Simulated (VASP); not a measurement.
# MoRu3W (Pm-3m) in VASP: notebook

The runs below take MoRu3W through single point, with PBE.

All numbers are computed with VASP 6.6.1; they aren't measurements. Logs are shortened: lines on timing, memory, paths and dates and some standing lists are left out, and cuts for length are marked.

**1. The cell of the first run**

The structure is cubic, space group Pm-3m (No. 221). Conventional cell: a = 4.590 Å, b = 4.590 Å, c = 4.590 Å, α = 90.00°, β = 90.00°, γ = 90.00°. Within 4.3 Å of Mo (site symmetry m-3m) lie 12 Ru at 3.25 Å and 8 W at 3.98 Å. Within 3.0 Å of Ru (site symmetry 4/mmm) lie 2 W at 2.30 Å. W (site symmetry m-3m) has 6 Ru at 2.30 Å within 3.0 Å.

**2. Single point, PBE**

INCAR reads:

```
SYSTEM = MoRu3W
  PREC = Accurate
  ENCUT = 520
  EDIFF = 1E-7
  ISMEAR = 0
  SIGMA = 0.1
  LREAL = .FALSE.
  LASPH = .TRUE.
  NELM = 60
  ALGO = Normal
  ISIF = 2
  LWAVE = .FALSE.
  LCHARG = .FALSE.
  GGA = PE
  NBANDS = 43
```

KPOINTS reads:

```
regular mesh
0
G
  4 4 4
  0 0 0
```

POSCAR reads:

```
MoRu3W
1.0
    4.5901535744      0.0000000000      0.0000000000
    0.0000000000      4.5901535744      0.0000000000
    0.0000000000      0.0000000000      4.5901535744
Mo Ru W
1 3 1
Direct
    0.0000000000      0.0000000000      0.0000000000
    0.0000000000      0.5000000000      0.5000000000
    0.5000000000      0.0000000000      0.5000000000
    0.5000000000      0.5000000000      0.0000000000
    0.5000000000      0.5000000000      0.5000000000
```

Potentials or basis: VASP PAW PBE potentials, release 64 (Mo_sv, Ru_pv, W_sv).

Started as:

```console
> cat potpaw_PBE.64/Mo_sv/POTCAR potpaw_PBE.64/Ru_pv/POTCAR potpaw_PBE.64/W_sv/POTCAR > POTCAR
> mpirun -np 1 vasp_std > vasp.out
```

OUTCAR:

```text
SYSTEM = MoRu3W
   PREC = Accurate
   ENCUT = 520
   EDIFF = 1E-7
   ISMEAR = 0
   LREAL = .FALSE.
   LASPH = .TRUE.
   NELM = 60
   ISIF = 2
   GGA = PE

 ion  position               nearest neighbor table
   1  0.000  0.000  0.000-   2 3.25   3 3.25   4 3.25   2 3.25   3 3.25   2 3.25   4 3.25   2 3.25
                             3 3.25   4 3.25   3 3.25   4 3.25
   2  0.000  0.500  0.500-   5 2.30   5 2.30   4 3.25   1 3.25   1 3.25   4 3.25   1 3.25   3 3.25
                             1 3.25   3 3.25   4 3.25   3 3.25   4 3.25   3 3.25
   3  0.500  0.000  0.500-   5 2.30   5 2.30   4 3.25   1 3.25   1 3.25   4 3.25   2 3.25   4 3.25
                             2 3.25   4 3.25   1 3.25   2 3.25   1 3.25   2 3.25
   4  0.500  0.500  0.000-   5 2.30   5 2.30   3 3.25   1 3.25   2 3.25   3 3.25   2 3.25   1 3.25
                             3 3.25   3 3.25   1 3.25   2 3.25   2 3.25   1 3.25
   5  0.500  0.500  0.500-   2 2.30   3 2.30   4 2.30   4 2.30   3 2.30   2 2.30

  LATTYP: Found a simple cubic cell.
 ALAT       =     4.5901535744

  Lattice vectors:

 A1 = (   4.5901535744,   0.0000000000,   0.0000000000)
 A2 = (   0.0000000000,   4.5901535744,   0.0000000000)
 A3 = (   0.0000000000,   0.0000000000,   4.5901535744)

Analysis of symmetry for initial positions (statically):
=====================================================================
 Subroutine PRICEL returns:
 Original cell was already a primitive cell.

 Routine SETGRP: Setting up the symmetry group for a
 simple cubic supercell.

 Subroutine GETGRP returns: Found 48 space group operations
 (whereof 48 operations were pure point group operations)
 out of a pool of 48 trial point group operations.

The static configuration has the point symmetry O_h .

Analysis of symmetry for dynamics (positions and initial velocities):
=====================================================================
 Subroutine PRICEL returns:
 Original cell was already a primitive cell.

 Routine SETGRP: Setting up the symmetry group for a
 simple cubic supercell.

 Subroutine GETGRP returns: Found 48 space group operations
 (whereof 48 operations were pure point group operations)
 out of a pool of 48 trial point group operations.

The dynamic configuration has the point symmetry O_h .

 Subroutine INISYM returns: Found 48 space group operations
 (whereof 48 operations are pure point group operations),
 and found     1 'primitive' translations

----------------------------------------------------------------------------------------

                                     Primitive cell

  volume of cell :      96.7123

  direct lattice vectors                    reciprocal lattice vectors
     4.590153574  0.000000000  0.000000000     0.217857635  0.000000000  0.000000000
     0.000000000  4.590153574  0.000000000     0.000000000  0.217857635  0.000000000
     0.000000000  0.000000000  4.590153574     0.000000000  0.000000000  0.217857635

  length of vectors
     4.590153574  4.590153574  4.590153574     0.217857635  0.217857635  0.217857635

  position of ions in fractional coordinates (direct lattice)
     0.000000000  0.000000000  0.000000000
     0.000000000  0.500000000  0.500000000
     0.500000000  0.000000000  0.500000000
     0.500000000  0.500000000  0.000000000
     0.500000000  0.500000000  0.500000000

  ion indices of the primitive-cell ions
   primitive index   ion index
                 1           1
                 2           2
                 3           3
                 4           4
                 5           5

----------------------------------------------------------------------------------------

 KPOINTS: regular mesh

Automatic generation of k-mesh.
 Grid dimensions read from file:
 generate k-points for:    4    4    4

 Generating k-lattice:

  Cartesian coordinates                     Fractional coordinates (reciprocal lattice)
     0.054464409  0.000000000  0.000000000     0.250000000  0.000000000  0.000000000
     0.000000000  0.054464409  0.000000000     0.000000000  0.250000000  0.000000000
     0.000000000  0.000000000  0.054464409     0.000000000  0.000000000  0.250000000

  Length of vectors
     0.054464409  0.054464409  0.054464409

  Shift w.r.t. Gamma in fractional coordinates (k-lattice)
     0.000000000  0.000000000  0.000000000

 Subroutine IBZKPT returns following result:
 ===========================================

 Found     10 irreducible k-points:

 Following reciprocal coordinates:
            Coordinates               Weight
  0.000000  0.000000  0.000000      1.000000
  0.250000  0.000000  0.000000      6.000000
  0.500000  0.000000  0.000000      3.000000
  0.250000  0.250000  0.000000     12.000000
  0.500000  0.250000  0.000000     12.000000
  0.500000  0.500000  0.000000      3.000000
  0.250000  0.250000  0.250000      8.000000
  0.500000  0.250000  0.250000     12.000000
  0.500000  0.500000  0.250000      6.000000
  0.500000  0.500000  0.500000      1.000000
   k-points           NKPTS =     10   k-points in BZ     NKDIM =     10   number of bands    NBANDS=     43
   number of dos      NEDOS =    301   number of ions     NIONS =      5
   total plane-waves  NPLWV =  46656
   dimension x,y,z NGX =    36 NGY =   36 NGZ =   36
   dimension x,y,z NGXF=    72 NGYF=   72 NGZF=   72
   ions per type =               1   3   1
   NGX,Y,Z   is equivalent  to a cutoff of  13.04, 13.04, 13.04 a.u.
   NGXF,Y,Z  is equivalent  to a cutoff of  26.08, 26.08, 26.08 a.u.
 SYSTEM =  MoRu3W
   PREC   = accura    normal or accurate (medium, high low for compatibility)
   ISTART =      0    job   : 0-new  1-cont  2-samecut
   ICHARG =      2    charge: 1-file 2-atom 10-const
   ISPIN  =      1    spin polarized calculation?
   LNONCOLLINEAR =      F non collinear calculations
   LSORBIT =      F    spin-orbit coupling
   LASPH  =      T    aspherical Exc in radial PAW
   ENCUT  =  520.0 eV  38.22 Ry    6.18 a.u.   8.53  8.53  8.53*2*pi/ulx,y,z
   NELM   =     60;   NELMIN=  2; NELMDL= -5     # of ELM steps
   EDIFF  = 0.1E-06   stopping-criterion for ELM
   LREAL  =      F    real-space projection
   EDIFFG = 0.1E-05   stopping-criterion for IOM
   NSW    =      0    number of steps for IOM
   IBRION =     -1    ionic relax: 0-MD 1-quasi-New 2-CG
   NFREE  =      0    steps in history (QN), initial steepest desc. (CG)
   ISIF   =      2    stress and relaxation
   ISYM   =      2    0-nonsym 1-usesym 2-fastsym
   POTIM  = 0.5000    time-step for ionic-motion
   TEBEG  =    0.0;   TEEND  =   0.0 temperature during run
   PSTRESS=    0.0 pullay stress
   NELECT =      70.0000    total number of electrons
   NUPDOWN=      -1.0000    fix difference up-down
   EMIN   =  10.00;   EMAX   =-10.00  energy-range for DOS
   EFERMI =   0.00;   METHOD = LEGACY
   ISMEAR =     0;   SIGMA  =   0.10  broadening in eV -4-tet -1-fermi 0-gaus
   EFERMI_NEDOS =   21; number of points for ismear=-14 and -15
   IALGO  =     38    algorithm
   IMIX   =      4    mixing-type and parameters
     AMIX     =   0.40;   BMIX     =  1.00
     AMIX_MAG =   1.60;   BMIX_MAG =  1.00
  volume/ion in A,a.u.               =      19.34       130.53
  Fermi-wavevector in a.u.,A,eV,Ry     =   1.469875  2.777660 29.395815  2.160531
  Thomas-Fermi vector in A             =   2.585199
   LORBIT       =      0    0 simple, 1 ext, 2 COOP (PROOUT), +10 PAW based schemes
   GGA     = PE    functional components
   LHFCALC =     F    Hartree Fock is set to
   AEXX    =    0.0000 exact exchange contribution
   IVDW    =     0    specifies the selected vdW correction
   LEPSILON=     F    determine dielectric tensor
   LRPA    =     F    only Hartree local field effects (RPA)
 non-spin polarized calculation
 Gauss-broadening in eV      SIGMA  =   0.10
  energy-cutoff  :      520.00
  volume of cell :       96.71
 maximum number of plane-waves:      2624
 NGX is ok and might be reduce to    36
   NGX = 17   NGY = 17   NGZ = 17

 number of electron      70.0000028 magnetization

 Free energy of the ion-electron system (eV)
  ---------------------------------------------------
  ext. energy  EPLUGINS =         0.00000000
  ---------------------------------------------------
  free energy    TOTEN  =       -41.86901206 eV

  energy without entropy =      -41.79424160  energy(sigma->0) =      -41.83162683

 E-fermi :   8.1951     XC(G=0): -11.9225

 val. band max:        8.1877414476   @ k =   0.2500   0.2500   0.2500
 cond. band min:       8.2007615875   @ k =   0.5000   0.5000   0.5000
 fundamental gap:      0.0130201399
 Fermi energy:         8.1951021995

 k-point     1 :       0.0000    0.0000    0.0000
  band No.  band energies     occupation
      1     -66.0931      2.00000
      2     -53.2802      2.00000
      3     -35.0631      2.00000
      4     -35.0631      2.00000
      5     -35.0631      2.00000
      6     -34.1291      2.00000
[... 35 lines left out ...]
     42      12.0063      0.00000
     43      12.0063      0.00000

 k-point     2 :       0.2500    0.0000    0.0000
  band No.  band energies     occupation
      1     -66.0950      2.00000
      2     -53.2802      2.00000
      3     -35.0598      2.00000
      4     -35.0598      2.00000
      5     -34.8862      2.00000
      6     -34.1361      2.00000
[... 35 lines left out ...]
     42      11.4370      0.00000
     43      11.5168      0.00000

 k-point     3 :       0.5000    0.0000    0.0000
  band No.  band energies     occupation
      1     -66.0969      2.00000
      2     -53.2802      2.00000
      3     -35.0564      2.00000
      4     -35.0564      2.00000
      5     -34.6841      2.00000
      6     -34.1492      2.00000
[... 275 lines left out ...]
      6     -34.1719      2.00000
[... 35 lines left out ...]
     42       8.8664      0.00000
     43      10.6842      0.00000

 k-point    10 :       0.5000    0.5000    0.5000
  band No.  band energies     occupation
      1     -66.1044      2.00000
      2     -53.2801      2.00000
      3     -34.7169      2.00000
      4     -34.6675      2.00000
      5     -34.6675      2.00000
      6     -34.1723      2.00000
[... 35 lines left out ...]
     42       9.1774      0.00000
     43       9.1774      0.00000

------------------------ aborting loop because EDIFF is reached ----------------------------------------

  FORCE on cell =-STRESS in cart. coord.  units (eV):
  Direction    XX          YY          ZZ          XY          YZ          ZX
  --------------------------------------------------------------------------------------
  -------------------------------------------------------------------------------------
  Total        0.8674675      0.8674675      0.8674675      0.0000000      0.0000000      0.0000000
  in kB       14.3708404     14.3708404     14.3708404      0.0000000      0.0000000      0.0000000
  external PRESSURE =      14.3708404 kB  Pullay stress =       0.0000000 kB

 VOLUME and BASIS-vectors are now :
 -----------------------------------------------------------------------------
  energy-cutoff  :      520.00
  volume of cell :       96.71
      direct lattice vectors                 reciprocal lattice vectors
     4.590153574  0.000000000  0.000000000     0.217857635  0.000000000  0.000000000
     0.000000000  4.590153574  0.000000000     0.000000000  0.217857635  0.000000000
     0.000000000  0.000000000  4.590153574     0.000000000  0.000000000  0.217857635

 POSITION                                       TOTAL-FORCE (eV/Angst)
 -----------------------------------------------------------------------------------
      0.00000      0.00000      0.00000         0.000000      0.000000      0.000000
      0.00000      2.29508      2.29508         0.000000      0.000000      0.000000
      2.29508      0.00000      2.29508         0.000000      0.000000      0.000000
      2.29508      2.29508      0.00000         0.000000      0.000000      0.000000
      2.29508      2.29508      2.29508         0.000000      0.000000      0.000000
 -----------------------------------------------------------------------------------
    total drift:                                0.000000      0.000000      0.000000

  FREE ENERGIE OF THE ION-ELECTRON SYSTEM (eV)
  ---------------------------------------------------
  free  energy   TOTEN  =       -41.8690120551 eV

  energy  without entropy=      -41.7942415979  energy(sigma->0) =      -41.83162683
```

It took 92 s on 1 thread of AMD EPYC 7R43 (Zen 3), shared host; peak memory 0.18 GiB.

Results:

```yaml
Free_energy: -41.8690 eV
Pressure: 1.4 GPa
Band_gap_on_the_k_mesh: zero (band 35 reaches 8.74 eV, above the bottom of band 36 at 7.98 eV)
```

Levels at points of the mesh, in eV from the Fermi level:
| k point | band 32 | band 33 | band 34 | band 35 | band 36 | band 37 | band 38 | band 39 |
| --- | --- | --- | --- | --- | --- | --- | --- | --- |
| (0.00, 0.00, 0.00) | -0.06 | 0.32 | 0.55 | 0.55 | 1.27 | 1.27 | 1.27 | 1.61 |
| (0.50, 0.00, 0.00) | -1.07 | -0.56 | -0.34 | -0.34 | -0.06 | 0.10 | 0.51 | 1.13 |
| (0.50, 0.50, 0.00) | -1.38 | -1.33 | -0.48 | -0.22 | -0.22 | 0.03 | 0.28 | 0.32 |
| (0.50, 0.50, 0.50) | -1.21 | -1.16 | -0.29 | -0.29 | 0.01 | 0.01 | 0.01 | 0.31 |

Caveat: spin-orbit coupling is left out, which moves the levels of the heavy elements.

**3. Single point, PBE, collinear spin, ferromagnetic start**

INCAR reads:

```
SYSTEM = MoRu3W
PREC = Accurate ; ENCUT = 520
EDIFF = 1E-6 ; ISMEAR = 0
SIGMA = 0.1 ; LREAL = .FALSE.
LASPH = .TRUE. ; NELM = 150
ALGO = Normal ; ISIF = 2
LWAVE = .FALSE. ; LCHARG = .FALSE.
ISPIN = 2 ; MAGMOM = 1 1 1 1 0
LORBIT = 11 ; LMAXMIX = 4
GGA = PE ; NBANDS = 47
```

KPOINTS is that of step 2.

POSCAR is that of step 2.

Potentials or basis: VASP PAW PBE potentials, release 64 (Mo_sv, Ru_pv, W_sv).

Started as:

```console
> cat potpaw_PBE.64/Mo_sv/POTCAR potpaw_PBE.64/Ru_pv/POTCAR potpaw_PBE.64/W_sv/POTCAR > POTCAR
> mpirun -np 1 vasp_std > vasp.out
```

Wall time 3.9 min (1 thread of AMD EPYC 7R43 (Zen 3), shared host); peak memory 0.25 GiB.

Results (log left out):

| Item | Value |
| --- | --- |
| Free energy | -42.2917 eV |
| Pressure | 4.8 GPa |
| Band gap on the k mesh | zero (filled and empty bands overlap) |
| Net moment | 1.97 μB per cell |
| Site moments | Mo +2.56; Ru -0.40; W +0.21 μB |
| Valence electrons inside the program's atomic spheres | Mo 11.86; Ru 12.71; W 12.66 |

Levels at points of the mesh, in eV from the Fermi level:
Spin up:
```
           k point  band 32  band 33  band 34  band 35  band 36  band 37  band 38  band 39  band 40  band 41
(0.00, 0.00, 0.00)     0.03     0.11     0.11     0.49     0.92     0.92     0.92     1.46     1.46     1.46
(0.50, 0.00, 0.00)    -0.90    -0.90    -0.90    -0.68    -0.42     0.03     0.12     0.94     1.09     2.87
(0.50, 0.50, 0.00)    -1.30    -1.26    -0.95    -0.95    -0.84    -0.25    -0.02     0.05     0.29     1.09
(0.50, 0.50, 0.50)    -1.53    -1.24    -0.41    -0.41    -0.08    -0.08    -0.08     0.14     0.14     0.14
```
Spin down:
| k point | band 31 | band 32 | band 33 | band 34 | band 35 | band 36 | band 37 | band 38 |
| --- | --- | --- | --- | --- | --- | --- | --- | --- |
| (0.00, 0.00, 0.00) | -0.20 | -0.20 | 0.14 | 1.18 | 1.18 | 1.65 | 1.65 | 1.65 |
| (0.50, 0.00, 0.00) | -1.30 | -1.30 | -0.74 | -0.20 | 0.49 | 0.49 | 1.12 | 1.20 |
| (0.50, 0.50, 0.00) | -1.50 | -1.46 | -1.21 | -0.76 | 0.31 | 0.68 | 0.69 | 0.78 |
| (0.50, 0.50, 0.50) | -1.18 | -1.14 | -1.14 | -0.23 | -0.23 | -0.16 | -0.16 | -0.16 |

Caveat: spin-orbit coupling is left out, which moves the levels of the heavy elements.

**4. Single point, PBE**

This run uses another cell than the first one, of 15.95 Å³/atom, 0.825 times its volume.

INCAR reads:

```
SYSTEM = MoRu3W
PREC = Accurate ; ENCUT = 520
EDIFF = 1E-6 ; ISMEAR = 0
SIGMA = 0.1 ; LREAL = .FALSE.
LASPH = .TRUE. ; NELM = 80
ALGO = Fast ; ISIF = 2
LWAVE = .FALSE. ; LCHARG = .FALSE.
GGA = PE ; NBANDS = 43
```

KPOINTS reads:

```
Automatic mesh
0
G
  4 4 4
  0 0 0
```

POSCAR: that of step 3 with these lines changed.

```diff
@@ -2,5 +2,5 @@
 1.0
-    4.5901535744      0.0000000000      0.0000000000
-    0.0000000000      4.5901535744      0.0000000000
-    0.0000000000      0.0000000000      4.5901535744
+    4.3045773700      0.0000000000      0.0000000000
+    0.0000000000      4.3045773700      0.0000000000
+    0.0000000000      0.0000000000      4.3045773700
 Mo Ru W
```

Started as:

```console
> cat potpaw_PBE.64/Mo_sv/POTCAR potpaw_PBE.64/Ru_pv/POTCAR potpaw_PBE.64/W_sv/POTCAR > POTCAR
> mpirun -np 1 vasp_std > vasp.out
```

It took 16 s on 1 thread of Intel Xeon 6975P-C (Granite Rapids), shared host; peak memory 0.19 GiB.

It converged, with:

```
Free energy            : -39.4192 eV
Pressure               : 53.1 GPa
Band gap on the k mesh : zero (band 35 reaches 11.74 eV, above the bottom of band 36 at 10.63 eV)
```

Levels at points of the mesh, in eV from the Fermi level:
```
           k point  band 32  band 33  band 34  band 35  band 36  band 37  band 38  band 39
(0.00, 0.00, 0.00)    -0.09     0.47     0.77     0.77     1.75     1.75     1.75     1.75
(0.50, 0.00, 0.00)    -1.27    -0.81    -0.50    -0.50    -0.09     0.10     0.70     1.74
(0.50, 0.50, 0.00)    -1.43    -1.43    -0.67    -0.34    -0.34    -0.01     0.01     0.54
(0.50, 0.50, 0.50)    -1.64    -0.45    -0.15    -0.15     0.01     0.01     0.01     0.49
```

Caveat: the k points lie up to 0.36 Å⁻¹ apart; spin-orbit coupling is left out, which moves the levels of the heavy elements.

[end of part 1 of 2]
